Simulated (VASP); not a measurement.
Write the native input for VASP 6.6.1 that does the following.

```
Task                   : single point
Functional             : r2SCAN
Dispersion             : D3(BJ)
Potentials or basis    : VASP PAW PBE potentials, release 64 (Cu)
Cutoff                 : 520 eV
k mesh                 : 6 × 6 × 6
Occupations            : fermi-dirac, width 0.1 eV
Spin                   : no spin polarisation
Dipole correction      : no
Further INCAR settings : ALGO = Normal; EDIFF = 1e-07; NBANDS = 12
```

The system is Cu.

```
Cu
1.0
     2.46108    0.00000    0.00000
    -0.92224    2.28175    0.00000
    -0.76942   -1.14087    2.04042
Cu
1
Direct
  0.00000 0.00000 0.00000
```

These files were run (other wordings do the same):

POSCAR

```
Cu
1.0
    2.4610779577      0.0000000286      0.0000000511
   -0.9222398689      2.2817489647      0.0000000511
   -0.7694190867     -1.1408745594      2.0404176588
Cu
1
Direct
    0.0000000000      0.0000000000      0.0000000000
```

INCAR.step1

```
PREC = Accurate
ENCUT = 520
ISMEAR = -1
SIGMA = 0.1
LREAL = F
LASPH = T
NELM = 100
NBANDS = 12
GGA = PE
ALGO = Normal
EDIFF = 1E-4
LWAVE = T
LCHARG = F
```

INCAR.step2

```
PREC = Accurate
ENCUT = 520
EDIFF = 1E-7
ISMEAR = -1
SIGMA = 0.1
LREAL = F
LASPH = T
NELM = 100
ALGO = Normal
ISIF = 2
LWAVE = F
LCHARG = F
METAGGA = R2SCAN
LMIXTAU = T
IVDW = 12
VDW_S6 = 1.0
VDW_S8 = 0.78981345
VDW_A1 = 0.49484001
VDW_A2 = 5.73083694
NBANDS = 12
ISTART = 1
```

KPOINTS

```
Automatic mesh
0
Gamma
  6 6 6
```

Potentials or basis: VASP PAW PBE potentials, release 64 (Cu).

Launch:

```console
$ cat potpaw_PBE.64/Cu/POTCAR > POTCAR
$ cp INCAR.step1 INCAR
$ mpirun -np 1 vasp_std > vasp.out
$ cp INCAR.step2 INCAR
$ mpirun -np 1 vasp_std > vasp.out
```

Results of the run:

```
Pressure                   : -2.6 GPa
Dispersion energy per atom : -0.283 eV
```

Caveat: the k points lie up to 0.53 Å⁻¹ apart; the PAW data sets were made with another functional, which shifts forces and pressure a little; pairwise dispersion overbinds metals, which lowers pressure and volume.

Run time: 20 s on 1 thread of Intel(R) Xeon(R) Platinum 8488C (Sapphire Rapids), on a shared host, peak memory 0.13 GiB.
